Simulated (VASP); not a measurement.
## Se: single point with r2SCAN

Crystal: Se.

```
Se
1.0
     4.36620    0.00000    0.00000
    -2.18310    3.78124    0.00000
     0.00000    0.00000    4.95360
Se
3
Direct
  0.22540 0.00000 0.33333
  0.00000 0.22540 0.66667
  0.77460 0.77460 0.00000
```

| Property | Result |
| --- | --- |
| Program | VASP 6.6.1 |
| Task | single point |
| Functional | r2SCAN |
| Potentials or basis | VASP PAW PBE potentials, release 64 (Se) |
| Cutoff | 520 eV |
| k mesh | 6 × 6 × 4 |
| Occupations | gaussian, width 0.1 eV |
| Spin | no spin polarisation |
| Dipole correction | no |
| Further INCAR settings | ALGO = Normal; EDIFF = 1e-07; NBANDS = 16 |

* Pressure: 1.3 GPa
* Largest force: 0.057 eV/Å
* Band gap on the k mesh: 1.26 eV (least direct gap 1.51 eV)

Forces on the atoms (eV/Å):
```
Se   0.057  0.000  0.000
Se  -0.029  0.050  0.000
Se  -0.029 -0.050  0.000
```

Stress tensor (GPa, compression positive):
```
1.04 0.00 0.00
0.00 1.04 0.00
0.00 0.00 1.89
```

Levels at points of the mesh, in eV from the valence-band top:
```tsv
k point	band 5	band 6	band 7	band 8	band 9	band 10	band 11	band 12	band 13	band 14
(0.00, 0.00, 0.00)	-4.00	-3.90	-2.17	-2.17	-0.48	2.11	2.11	2.38	6.78	6.92
(0.50, 0.00, 0.00)	-4.91	-3.58	-2.99	-1.88	-1.08	2.16	2.56	4.36	5.66	8.18
(0.00, 0.00, 0.50)	-3.54	-3.54	-1.62	-1.62	-1.23	1.44	1.44	1.44	6.79	7.74
(0.50, 0.00, 0.50)	-4.63	-4.41	-1.98	-1.45	0.00	1.85	2.92	3.19	6.67	8.47
```

It took 80 s on 1 thread of Intel(R) Xeon(R) Platinum 8488C (Sapphire Rapids) (shared host), peak memory 0.2 GiB.

Caveat: the PAW data sets were made with another functional, which shifts forces and pressure a little. A k mesh can miss the band edges.
